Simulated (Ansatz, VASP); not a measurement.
# One calculation of B, two programs

```
B
1.0
    -1.46333    1.46333    0.81056
     1.46333   -1.46333    0.81056
     1.46333    1.46333   -0.81056
B
1
Direct
  0.00000 0.00000 0.00000
```

Alike in both runs: functional PBE; k mesh 38 × 38 × 38; occupations gaussian, width 0.1 eV; no spin polarisation.

Ansatz relaxed the structure, and its values are those at the end. VASP's run is a single point on that final structure, the one shown.

|  | VASP | Ansatz |
| --- | --- | --- |
| version | VASP 6.6.1 | Ansatz 0.2.0 |
| potentials or method | VASP PAW PBE potentials, release 64 (B), cutoff 520 eV | scalar-relativistic, plane waves, PAW |
| valence electrons in the cell | 3 | 3 |

Ansatz gave:

| Quantity | Value |
| --- | --- |
| gap on the k mesh at the Fermi level (eV) | none |
| pressure (GPa) | 0.0 |

Estimate VASP's values.

gap on the k mesh at the Fermi level (eV): none; pressure (GPa): -0.1.

A gap of «none» marks a metal or a gap that the smearing closes.
